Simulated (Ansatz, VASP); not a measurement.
LaCuTe2: VASP beside Ansatz

File INCAR:

```
SYSTEM = LaCuTe2
PREC = Accurate
ENCUT = 520
EDIFF = 1E-6
ISMEAR = -1
SIGMA = 0.02
LREAL = .FALSE.
LASPH = .TRUE.
NELM = 80
ALGO = Normal
ISIF = 2
LWAVE = .FALSE.
LCHARG = .FALSE.
GGA = PE
NBANDS = 25
```

File KPOINTS:

```
regular mesh
0
G
  6 6 6
  0 0 0
```

POSCAR

```
LaCuTe2
1.0
    2.2539850032      1.3013388483      6.7981355374
   -2.2539850032      1.3013388483      6.7981355374
    0.0000000000     -2.6026776967      6.7981355374
Cu La Te
1 1 2
Direct
    1.0000000000      0.0000000000      0.0000000000
    0.5000000000      0.5000000000      0.5000000000
    0.2604150060      0.2604150060      0.2604150060
    0.7395849940      0.7395849940      0.7395849940
```

Input for Ansatz:

```yaml
crystal:
  lattice:
    - [2.2539850032, 1.3013388483, 6.7981355374]
    - [-2.2539850032, 1.3013388483, 6.7981355374]
    - [0.0, -2.6026776967, 6.7981355374]
  atoms:
    - { symbol: Cu, position: [1.0, 0.0, 0.0] }
    - { symbol: La, position: [0.5, 0.5, 0.5] }
    - { symbol: Te, position: [0.260415006, 0.260415006, 0.260415006] }
    - { symbol: Te, position: [0.739584994, 0.739584994, 0.739584994] }
kpoints:
  mp_grid: { grid: [6, 6, 6] }
  band_path:
    path:
      - [0.0, 0.0, 0.0]
      - [0.5, 0.5, 0.5]
      - [0.8089040969, 0.1910959031, 0.5]
      - [0.5, -0.1910959031, 0.1910959031]
      - [0.5, 0.0, 0.0]
      - [0.3455479515, -0.3455479515, 0.0]
      - [0.6544520485, 0.0, 0.3455479515]
      - [0.5, 0.0, 0.5]
      - [0.5772260242, 0.0, 0.4227739758]
      - [0.278646, -0.5, -0.278646]
      - [0.0, 0.5, 0.5]
    npoints: 1
hamiltonian:
  xc: pbe
scf:
  occupations: { method: fermi_dirac, width: 0.02 }
  n_extra_bands: 5
output:
  forces: true
  stress: true
  eigenvalues: true
  write_density: true
  write_potential: true
  elf: true
  volumetric_format: npy
```

Change from the starting cell: hydrostatic strain +0.7%.

Alike in both runs: task single point; functional PBE; k mesh 6 × 6 × 6; occupations fermi-dirac, width 0.02 eV; no spin polarisation.

```csv
,VASP,Ansatz
version,VASP 6.6.1,Ansatz 0.2.0
potentials or method,"VASP PAW PBE potentials, release 64 (Cu, La, Te)","plane waves, PAW"
plane-wave cutoff (eV),520,420
valence electrons in the cell,34,62
```

VASP gave:

```
gap on the k mesh at the Fermi level (eV)                     : 0.84
pressure (GPa)                                                : -0.9
traceless stress, the component that is largest in VASP (GPa) : -0.16
rms of the force components (eV/Å)                            : 0.021
```

Q: What did Ansatz give for the same quantities?

A: gap on the k mesh at the Fermi level (eV): 0.85; pressure (GPa): -0.9; traceless stress, the component that is largest in VASP (GPa): -0.17; rms of the force components (eV/Å): 0.025.

Atom by atom the forces differ by 0.004 eV/Å (rms over components). VASP's potentials hold 34 valence electrons a cell and Ansatz's 62, so a difference there can come from the potentials and not from the codes.

Neither program's run includes spin-orbit coupling.
